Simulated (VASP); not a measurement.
# Hf2N (P4_2/mnm) in VASP: further runs

The runs below take Hf2N through single point, with r2SCAN.

All numbers are computed with VASP 6.6.1; they aren't measurements. Logs are shortened: lines on timing, memory, paths and dates and some standing lists are left out, and cuts for length are marked.

### Step 1. The cell of the first run

The structure is tetragonal, space group P4_2/mnm (No. 136). The conventional cell has a = 5.313 Å, b = 5.313 Å, c = 3.242 Å, α = 90.00°, β = 90.00°, γ = 90.00°. Hf (site symmetry m2m) has 3 N at 2.22 to 2.23 Å within 2.9 Å. Within 2.9 Å of N (site symmetry mmm) lie 6 Hf at 2.22 to 2.23 Å.

### Step 2. Single point, r2SCAN

Contents of POSCAR:

```
Hf2N
1.0
    5.3131240200      0.0000000000      0.0000000000
    0.0000000000      5.3131240200      0.0000000000
    0.0000000000      0.0000000000      3.2420983900
Hf N
4 2
Direct
    0.2955363700      0.2955363700      0.0000000000
    0.7044636300      0.7044636300      0.0000000000
    0.7955363700      0.2044636300      0.5000000000
    0.2044636300      0.7955363700      0.5000000000
    0.0000000000      0.0000000000      0.0000000000
    0.5000000000      0.5000000000      0.5000000000
```

Contents of INCAR.step1:

```
SYSTEM = Hf2N
PREC = Accurate
ENCUT = 520
ISMEAR = -1
SIGMA = 0.05
LREAL = .False.
LASPH = .True.
NELM = 80
NBANDS = 34
GGA = PE
ALGO = Normal
EDIFF = 1E-4
LWAVE = .True.
LCHARG = .False.
```

Contents of INCAR.step2:

```
SYSTEM = Hf2N
PREC = Accurate
ENCUT = 520
EDIFF = 1E-6
ISMEAR = -1
SIGMA = 0.05
LREAL = .False.
LASPH = .True.
NELM = 80
ALGO = Normal
ISIF = 2
LWAVE = .False.
LCHARG = .False.
METAGGA = R2SCAN
LMIXTAU = .True.
NBANDS = 34
ISTART = 1
```

Contents of KPOINTS:

```
regular mesh
0
Gamma
  8 8 12
  0 0 0
```

Potentials or basis: VASP PAW PBE potentials, release 64 (Hf_pv, N).

Command:

```console
> cat potpaw_PBE.64/Hf_pv/POTCAR potpaw_PBE.64/N/POTCAR > POTCAR
> cp INCAR.step1 INCAR
> mpirun -np 1 vasp_std > vasp.out
> cp INCAR.step2 INCAR
> mpirun -np 1 vasp_std > vasp.out
```

OUTCAR:

```text
SYSTEM = Hf2N
   PREC = Accurate
   ENCUT = 520
   EDIFF = 1E-6
   ISMEAR = -1
   LREAL = .False.
   LASPH = .True.
   NELM = 80
   ISIF = 2
   METAGGA = R2SCAN
   ISTART = 1

 ion  position               nearest neighbor table
   1  0.296  0.296  0.000-   5 2.22   6 2.23   6 2.23   2 3.07   4 3.15   3 3.15   4 3.15   3 3.15
                             4 3.15   4 3.15   3 3.15   3 3.15   2 3.82   2 3.82
   2  0.704  0.704  0.000-   5 2.22   6 2.23   6 2.23   1 3.07   4 3.15   3 3.15   4 3.15   3 3.15
                             3 3.15   3 3.15   4 3.15   4 3.15   1 3.82   1 3.82
   3  0.796  0.204  0.500-   6 2.22   5 2.23   5 2.23   4 3.07   1 3.15   1 3.15   2 3.15   2 3.15
                             2 3.15   2 3.15   1 3.15   1 3.15   4 3.82   4 3.82
   4  0.204  0.796  0.500-   6 2.22   5 2.23   5 2.23   3 3.07   1 3.15   1 3.15   2 3.15   2 3.15
                             1 3.15   1 3.15   2 3.15   2 3.15   3 3.82   3 3.82
   5  0.000  0.000  0.000-   1 2.22   2 2.22   3 2.23   4 2.23   3 2.23   4 2.23
   6  0.500  0.500  0.500-   3 2.22   4 2.22   1 2.23   2 2.23   1 2.23   2 2.23

  LATTYP: Found a simple tetragonal cell.
 ALAT       =     5.3131240200
 C/A-ratio  =     0.6102056677

  Lattice vectors:

 A1 = (   5.3131240200,   0.0000000000,   0.0000000000)
 A2 = (   0.0000000000,   5.3131240200,   0.0000000000)
 A3 = (   0.0000000000,   0.0000000000,   3.2420983900)

Analysis of symmetry for initial positions (statically):
=====================================================================
 Subroutine PRICEL returns:
 Original cell was already a primitive cell.

 Routine SETGRP: Setting up the symmetry group for a
 simple tetragonal supercell.

 Subroutine GETGRP returns: Found 16 space group operations
 (whereof  8 operations were pure point group operations)
 out of a pool of 16 trial point group operations.

The static configuration has the point symmetry D_2h.
 The point group associated with its full space group is D_4h.

Analysis of symmetry for dynamics (positions and initial velocities):
=====================================================================
 Subroutine PRICEL returns:
 Original cell was already a primitive cell.

 Routine SETGRP: Setting up the symmetry group for a
 simple tetragonal supercell.

 Subroutine GETGRP returns: Found 16 space group operations
 (whereof  8 operations were pure point group operations)
 out of a pool of 16 trial point group operations.

The dynamic configuration has the point symmetry D_2h.
 The point group associated with its full space group is D_4h.

 Subroutine INISYM returns: Found 16 space group operations
 (whereof  8 operations are pure point group operations),
 and found     1 'primitive' translations

----------------------------------------------------------------------------------------

                                     Primitive cell

  volume of cell :      91.5221

  direct lattice vectors                    reciprocal lattice vectors
     5.313124020  0.000000000  0.000000000     0.188213186  0.000000000  0.000000000
     0.000000000  5.313124020  0.000000000     0.000000000  0.188213186  0.000000000
     0.000000000  0.000000000  3.242098390     0.000000000  0.000000000  0.308442212

  length of vectors
     5.313124020  5.313124020  3.242098390     0.188213186  0.188213186  0.308442212

  position of ions in fractional coordinates (direct lattice)
     0.295536370  0.295536370  0.000000000
     0.704463630  0.704463630  0.000000000
     0.795536370  0.204463630  0.500000000
     0.204463630  0.795536370  0.500000000
     0.000000000  0.000000000  0.000000000
     0.500000000  0.500000000  0.500000000

  ion indices of the primitive-cell ions
   primitive index   ion index
                 1           1
                 2           2
                 3           3
                 4           4
                 5           5
                 6           6

----------------------------------------------------------------------------------------

 KPOINTS: regular mesh

Automatic generation of k-mesh.
 Grid dimensions read from file:
 generate k-points for:    8    8   12

 Generating k-lattice:

  Cartesian coordinates                     Fractional coordinates (reciprocal lattice)
     0.023526648  0.000000000  0.000000000     0.125000000  0.000000000  0.000000000
     0.000000000  0.023526648  0.000000000     0.000000000  0.125000000  0.000000000
     0.000000000  0.000000000  0.025703518     0.000000000  0.000000000  0.083333333

  Length of vectors
     0.023526648  0.023526648  0.025703518

  Shift w.r.t. Gamma in fractional coordinates (k-lattice)
     0.000000000  0.000000000  0.000000000

 Subroutine IBZKPT returns following result:
 ===========================================

 Found    105 irreducible k-points:

 Following reciprocal coordinates:
            Coordinates               Weight
  0.000000  0.000000  0.000000      1.000000
  0.125000  0.000000  0.000000      4.000000
  0.250000  0.000000  0.000000      4.000000
  0.375000  0.000000  0.000000      4.000000
  0.500000  0.000000  0.000000      2.000000
  0.125000  0.125000  0.000000      4.000000
[... 16 lines left out ...]
  0.375000  0.125000  0.083333     16.000000
  0.500000  0.125000  0.083333      8.000000
 [... further k-points ...]
   k-points           NKPTS =    105   k-points in BZ     NKDIM =    105   number of bands    NBANDS=     34
   number of dos      NEDOS =    301   number of ions     NIONS =      6
   total plane-waves  NPLWV =  38400
   dimension x,y,z NGX =    40 NGY =   40 NGZ =   24
   dimension x,y,z NGXF=    80 NGYF=   80 NGZF=   48
   ions per type =               4   2
   NGX,Y,Z   is equivalent  to a cutoff of  12.52, 12.52, 12.31 a.u.
   NGXF,Y,Z  is equivalent  to a cutoff of  25.03, 25.03, 24.61 a.u.
 SYSTEM =  Hf2N
   PREC   = accura    normal or accurate (medium, high low for compatibility)
   ISTART =      1    job   : 0-new  1-cont  2-samecut
   ICHARG =      0    charge: 1-file 2-atom 10-const
   ISPIN  =      1    spin polarized calculation?
   LNONCOLLINEAR =      F non collinear calculations
   LSORBIT =      F    spin-orbit coupling
   LASPH  =      T    aspherical Exc in radial PAW
   ENCUT  =  520.0 eV  38.22 Ry    6.18 a.u.   9.88  9.88  6.03*2*pi/ulx,y,z
   NELM   =     80;   NELMIN=  2; NELMDL=  0     # of ELM steps
   EDIFF  = 0.1E-05   stopping-criterion for ELM
   LREAL  =      F    real-space projection
   EDIFFG = 0.1E-04   stopping-criterion for IOM
   NSW    =      0    number of steps for IOM
   IBRION =     -1    ionic relax: 0-MD 1-quasi-New 2-CG
   NFREE  =      0    steps in history (QN), initial steepest desc. (CG)
   ISIF   =      2    stress and relaxation
   ISYM   =      2    0-nonsym 1-usesym 2-fastsym
   POTIM  = 0.5000    time-step for ionic-motion
   TEBEG  =    0.0;   TEEND  =   0.0 temperature during run
   PSTRESS=    0.0 pullay stress
   NELECT =      50.0000    total number of electrons
   NUPDOWN=      -1.0000    fix difference up-down
   EMIN   =  10.00;   EMAX   =-10.00  energy-range for DOS
   EFERMI =   0.00;   METHOD = LEGACY
   ISMEAR =    -1;   SIGMA  =   0.05  broadening in eV -4-tet -1-fermi 0-gaus
   EFERMI_NEDOS =   21; number of points for ismear=-14 and -15
   IALGO  =     38    algorithm
   IMIX   =      4    mixing-type and parameters
     AMIX     =   0.40;   BMIX     =  1.00
     AMIX_MAG =   1.60;   BMIX_MAG =  1.00
  volume/ion in A,a.u.               =      15.25       102.94
  Fermi-wavevector in a.u.,A,eV,Ry     =   1.338308  2.529036 24.368970  1.791069
  Thomas-Fermi vector in A             =   2.466789
   LORBIT       =      0    0 simple, 1 ext, 2 COOP (PROOUT), +10 PAW based schemes
   METAGGA = R2SCAN    functional components
   LHFCALC =     F    Hartree Fock is set to
   AEXX    =    0.0000 exact exchange contribution
   IVDW    =     0    specifies the selected vdW correction
   LEPSILON=     F    determine dielectric tensor
   LRPA    =     F    only Hartree local field effects (RPA)
 non-spin polarized calculation
  energy-cutoff  :      520.00
  volume of cell :       91.52
 maximum number of plane-waves:      2496
 NGX is ok and might be reduce to    40
   NGX = 19   NGY = 19   NGZ = 13

 number of electron      50.0000008 magnetization

 Free energy of the ion-electron system (eV)
  ---------------------------------------------------
  ext. energy  EPLUGINS =         0.00000000
  ---------------------------------------------------
  free energy    TOTEN  =      -207.33647059 eV

  energy without entropy =     -207.31743569  energy(sigma->0) =     -207.32695314

 E-fermi :   5.9505     XC(G=0): -12.8516

 val. band max:        5.9352102788   @ k =   0.2500   0.0000   0.0000
 cond. band min:       5.9539201820   @ k =   0.5000   0.0000   0.2500
 fundamental gap:      0.0187099032
 Fermi energy:         5.9504652326

 k-point     1 :       0.0000    0.0000    0.0000
  band No.  band energies     occupation
      1     -26.4881      2.00000
      2     -26.0051      2.00000
      3     -25.9256      2.00000
      4     -25.9256      2.00000
      5     -25.6894      2.00000
      6     -25.5403      2.00000
[... 26 lines left out ...]
     33       9.3383      0.00000
     34       9.3383      0.00000

 k-point     2 :       0.1250    0.0000    0.0000
  band No.  band energies     occupation
      1     -26.4655      2.00000
      2     -25.9974      2.00000
      3     -25.9509      2.00000
      4     -25.8951      2.00000
      5     -25.6811      2.00000
      6     -25.5372      2.00000
[... 26 lines left out ...]
     33       9.3080      0.00000
     34       9.6501      0.00000
[... 775 lines left out ...]
     33      10.1409      0.00000
     34      10.7040      0.00000

 k-point    24 :       0.5000    0.1250    0.0833
  band No.  band energies     occupation
      1     -26.1796      2.00000
      2     -26.1796      2.00000
      3     -25.7759      2.00000
      4     -25.7759      2.00000
      5     -25.6724      2.00000
      6     -25.6724      2.00000
[... 26 lines left out ...]
     33      10.2097      0.00000
     34      10.2097      0.00000

 [... further k-points ...]

------------------------ aborting loop because EDIFF is reached ----------------------------------------

  FORCE on cell =-STRESS in cart. coord.  units (eV):
  Direction    XX          YY          ZZ          XY          YZ          ZX
  --------------------------------------------------------------------------------------
  -------------------------------------------------------------------------------------
  Total       -0.0064579     -0.0064579     -0.0473381     -0.0000000      0.0000000      0.0000000
  in kB       -0.1130512     -0.1130512     -0.8286959     -0.0000000      0.0000000      0.0000000
  external PRESSURE =      -0.3515994 kB  Pullay stress =       0.0000000 kB

 VOLUME and BASIS-vectors are now :
 -----------------------------------------------------------------------------
  energy-cutoff  :      520.00
  volume of cell :       91.52
      direct lattice vectors                 reciprocal lattice vectors
     5.313124020  0.000000000  0.000000000     0.188213186  0.000000000  0.000000000
     0.000000000  5.313124020  0.000000000     0.000000000  0.188213186  0.000000000
     0.000000000  0.000000000  3.242098390     0.000000000  0.000000000  0.308442212

 POSITION                                       TOTAL-FORCE (eV/Angst)
 -----------------------------------------------------------------------------------
      1.57022      1.57022      0.00000        -0.001064     -0.001064     -0.000000
      3.74290      3.74290      0.00000         0.001064      0.001064      0.000000
      4.22678      1.08634      1.62105        -0.001064      0.001064      0.000000
      1.08634      4.22678      1.62105         0.001064     -0.001064      0.000000
      0.00000      0.00000      0.00000         0.000000     -0.000000      0.000000
      2.65656      2.65656      1.62105         0.000000     -0.000000      0.000000
 -----------------------------------------------------------------------------------
    total drift:                                0.000000      0.000000      0.000000

  FREE ENERGIE OF THE ION-ELECTRON SYSTEM (eV)
  ---------------------------------------------------
  free  energy   TOTEN  =      -207.3364705946 eV

  energy  without entropy=     -207.3174356897  energy(sigma->0) =     -207.32695314
```

Run time: 6.4 min. Hardware: 1 thread of Intel Xeon 6975P-C (Granite Rapids), shared host; peak memory 0.37 GiB.

What came out:

- Free energy: -207.3365 eV
- Pressure: 0.0 GPa
- Band gap on the k mesh: zero (bands 25 and 26 overlap by 2.77 eV)

Caveat: the PAW data sets were made with another functional, which shifts forces and pressure a little; spin-orbit coupling is left out, which moves the levels of the heavy elements.

### Step 3. Single point, r2SCAN

POSCAR is that of step 2.

Contents of INCAR.step1:

```
ALGO = Normal
EDIFF = 1E-4
ENCUT = 520
GGA = PE
ISMEAR = -1
LASPH = T
LCHARG = F
LREAL = F
LWAVE = T
NBANDS = 34
NELM = 60
PREC = Accurate
SIGMA = 0.1
```

Contents of INCAR.step2:

```
ALGO = Normal
EDIFF = 1E-6
ENCUT = 520
ISIF = 2
ISMEAR = -1
ISTART = 1
LASPH = T
LCHARG = F
LMIXTAU = T
LREAL = F
LWAVE = F
METAGGA = R2SCAN
NBANDS = 34
NELM = 60
PREC = Accurate
SIGMA = 0.1
```

Contents of KPOINTS:

```
k-points
0
Gamma
  8 8 12
```

Potentials or basis: VASP PAW PBE potentials, release 64 (Hf_pv, N).

Command:

```console
> cat potpaw_PBE.64/Hf_pv/POTCAR potpaw_PBE.64/N/POTCAR > POTCAR
> cp INCAR.step1 INCAR
> mpirun -np 1 vasp_std > vasp.out
> cp INCAR.step2 INCAR
> mpirun -np 1 vasp_std > vasp.out
```

OUTCAR:

```text
EDIFF = 1E-6
   ENCUT = 520
   ISIF = 2
   ISMEAR = -1
   ISTART = 1
   LASPH = T
   LREAL = F
   METAGGA = R2SCAN
   NELM = 60
   PREC = Accurate

 ion  position               nearest neighbor table
   1  0.296  0.296  0.000-   5 2.22   6 2.23   6 2.23   2 3.07   4 3.15   3 3.15   4 3.15   3 3.15
                             4 3.15   4 3.15   3 3.15   3 3.15   2 3.82   2 3.82
   2  0.704  0.704  0.000-   5 2.22   6 2.23   6 2.23   1 3.07   4 3.15   3 3.15   4 3.15   3 3.15
                             3 3.15   3 3.15   4 3.15   4 3.15   1 3.82   1 3.82
   3  0.796  0.204  0.500-   6 2.22   5 2.23   5 2.23   4 3.07   1 3.15   1 3.15   2 3.15   2 3.15
                             2 3.15   2 3.15   1 3.15   1 3.15   4 3.82   4 3.82
[... 1103 lines left out ...]
  in kB        0.5499847      0.5499847     -0.6112325      0.0000000      0.0000000      0.0000000
  external PRESSURE =       0.1629123 kB  Pullay stress =       0.0000000 kB

 VOLUME and BASIS-vectors are now :
 -----------------------------------------------------------------------------
  energy-cutoff  :      520.00
  volume of cell :       91.52
      direct lattice vectors                 reciprocal lattice vectors
     5.313124020  0.000000000  0.000000000     0.188213186  0.000000000  0.000000000
     0.000000000  5.313124020  0.000000000     0.000000000  0.188213186  0.000000000
     0.000000000  0.000000000  3.242098390     0.000000000  0.000000000  0.308442212

 POSITION                                       TOTAL-FORCE (eV/Angst)
 -----------------------------------------------------------------------------------
      1.57022      1.57022      0.00000        -0.001325     -0.001325      0.000000
      3.74290      3.74290      0.00000         0.001325      0.001325     -0.000000
      4.22678      1.08634      1.62105        -0.001325      0.001325     -0.000000
      1.08634      4.22678      1.62105         0.001325     -0.001325     -0.000000
      0.00000      0.00000      0.00000         0.000000      0.000000     -0.000000
      2.65656      2.65656      1.62105         0.000000      0.000000     -0.000000
 -----------------------------------------------------------------------------------
    total drift:                                0.000000      0.000000      0.000000

  FREE ENERGIE OF THE ION-ELECTRON SYSTEM (eV)
  ---------------------------------------------------
  free  energy   TOTEN  =      -207.3644103178 eV

  energy  without entropy=     -207.2905389119  energy(sigma->0) =     -207.32747461
```

OUTCAR.step1:

```text
EDIFF = 1E-4
   ENCUT = 520
   GGA = PE
   ISMEAR = -1
   LASPH = T
[... 1130 lines left out ...]
      4.22678      1.08634      1.62105        -0.038470      0.038470     -0.000000
      1.08634      4.22678      1.62105         0.038470     -0.038470     -0.000000
      0.00000      0.00000      0.00000         0.000000     -0.000000     -0.000000
      2.65656      2.65656      1.62105         0.000000     -0.000000     -0.000000
 -----------------------------------------------------------------------------------
    total drift:                                0.000000      0.000000      0.000000

  FREE ENERGIE OF THE ION-ELECTRON SYSTEM (eV)
  ---------------------------------------------------
  free  energy   TOTEN  =       -63.8788303337 eV

  energy  without entropy=      -63.7984589626  energy(sigma->0) =      -63.83864465
```

OSZICAR.step1:

```text
N       E                     dE             d eps       ncg     rms          rms(c)
DAV:   1     0.223597516196E+03    0.22360E+03   -0.27546E+04  7156   0.144E+03
DAV:   2    -0.561736197438E+02   -0.27977E+03   -0.26821E+03  8838   0.358E+02
DAV:   3    -0.708070779733E+02   -0.14633E+02   -0.14201E+02  9226   0.594E+01
DAV:   4    -0.710585648629E+02   -0.25149E+00   -0.25024E+00  8820   0.821E+00
DAV:   5    -0.710637613707E+02   -0.51965E-02   -0.51890E-02  9098   0.982E-01    0.102E+02
DAV:   6    -0.642558511406E+02    0.68079E+01   -0.37671E+01  8504   0.247E+01    0.720E+01
DAV:   7    -0.640611559964E+02    0.19470E+00   -0.52954E+00  8438   0.107E+01    0.216E+01
DAV:   8    -0.638906279629E+02    0.17053E+00   -0.73472E-01  8940   0.387E+00    0.305E+00
DAV:   9    -0.638842274705E+02    0.64005E-02   -0.17505E-01  8524   0.181E+00    0.342E+00
DAV:  10    -0.638791426841E+02    0.50848E-02   -0.41780E-02  8672   0.876E-01    0.114E+00
DAV:  11    -0.638790135947E+02    0.12909E-03   -0.58458E-03  8708   0.349E-01    0.685E-01
DAV:  12    -0.638788386750E+02    0.17492E-03   -0.43907E-04  7170   0.968E-02    0.339E-01
DAV:  13    -0.638788303337E+02    0.83412E-05   -0.14829E-04  5454   0.484E-02
   1 F= -.63878830E+02 E0= -.63838645E+02  d E =-.803714E-01
```

Run time: 5.7 min. Hardware: 1 thread of Intel Xeon 6975P-C (Granite Rapids), shared host; peak memory 0.37 GiB.

What came out:

| Quantity | Value |
| --- | --- |
| Free energy | -207.3644 eV |
| Pressure | 0.0 GPa |
| Band gap on the k mesh | zero (bands 25 and 26 overlap by 2.77 eV) |

Stress tensor (GPa, compression positive):
```
 0.05  0.00  0.00
 0.00  0.05  0.00
 0.00  0.00 -0.06
```

Levels at points of the mesh, in eV from the Fermi level:
```tsv
k point	band 22	band 23	band 24	band 25	band 26	band 27	band 28	band 29
(0.00, 0.00, 0.00)	-2.25	-0.46	1.01	1.12	1.12	1.18	1.79	1.98
(0.50, 0.00, 0.00)	-2.73	-1.14	-1.14	1.42	1.42	2.03	2.03	2.14
(0.50, 0.50, 0.00)	-2.02	-1.47	-1.47	1.04	1.04	1.64	1.64	2.03
(0.00, 0.00, 0.50)	-1.68	-1.37	-1.37	-1.35	-1.35	2.29	2.29	3.92
(0.50, 0.00, 0.50)	-2.01	-1.33	-1.33	-1.10	-1.10	1.83	1.83	4.04
(0.50, 0.50, 0.50)	-1.87	-0.78	-0.78	-0.77	-0.77	1.29	1.29	2.93
```

Caveat: the PAW data sets were made with another functional, which shifts forces and pressure a little; spin-orbit coupling is left out, which moves the levels of the heavy elements.
